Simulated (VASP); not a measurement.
Input of a VASP 6.6.1 run:

INCAR

```
SYSTEM = NaCl
ALGO = Normal
EDIFF = 1E-6
ENCUT = 520
GGA = PE
ISIF = 2
ISMEAR = 0
LASPH = .True.
LCHARG = .False.
LREAL = .False.
LWAVE = .False.
NBANDS = 14
NELM = 60
PREC = Accurate
SIGMA = 0.01
```

KPOINTS

```
k-points
0
Gamma
  4 4 4
  0 0 0
```

Contents of POSCAR:

```
NaCl
1.0
   -0.0660881072      2.7926646947      2.7926646947
    2.7926646947     -0.0660881072      2.7926646947
    2.7926646947      2.7926646947     -0.0660881072
Na Cl
1 1
Direct
    0.0000000000      0.0000000000      0.0000000000
    0.5000000000      0.5000000000      0.5000000000
```

Potentials or basis: VASP PAW PBE potentials, release 64 (Na_pv, Cl).

Run with:

```bash
$ cat potpaw_PBE.64/Na_pv/POTCAR potpaw_PBE.64/Cl/POTCAR > POTCAR
$ mpirun -np 1 vasp_std > vasp.out
```

Q: Predict the band gap on the k mesh.

A: 4.99 eV, direct.

Q: Estimate the pressure.

A: 0.6 GPa.

Stress tensor (GPa, compression positive):
```
0.59 0.28 0.28
0.28 0.59 0.28
0.28 0.28 0.59
```

Caveat: the k points lie up to 0.48 Å⁻¹ apart; the cell differs from its parent crystal (epitaxial 111 strain +2.0%).
